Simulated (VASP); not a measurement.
Runs of VASP 6.6.1 on Si2W (fluorite type). The structure is that of space group Fm-3m (No. 225), or close to it. The cells are those of the table. 

```csv
task,cell,cutoff (eV),gap on the mesh (eV),pressure (GPa)
single point,"a = 4.171 Å, angles 60.0°, 3 atoms",520,none,0.0
relaxation of cell and atoms,"relaxed from a = 4.148 Å, angles 60.0°, 3 atoms",600,none,0.0
single point,"a = 3.997 Å, angles 60.0°, 3 atoms",520,none,(a)
single point,"a = 4.086 Å, angles 60.0°, 3 atoms",520,none,(b)
single point,"a = 3.556 Å, angles 60.0°, 3 atoms",520,none,169.8
single point,"a = 3.738 Å, angles 60.0°, 3 atoms",520,none,86.5
single point,"a = 3.872 Å, angles 60.0°, 3 atoms",520,none,47.7
```

Alike in all rows: level PBE; potentials or basis VASP PAW PBE potentials, release 64 (W_sv, Si); no spin polarisation; k mesh 9 × 9 × 9; smearing fermi-dirac 0.08 eV.

Q: Estimate the missing entries.

A: (a) 22.4; (b) 9.3.

Caveats: spin-orbit coupling is left out, which moves the levels of the heavy elements.

A k mesh can miss the band edges, and the runs leave out spin-orbit coupling on W.

A gap of «none» marks levels without a gap at the run's occupations.
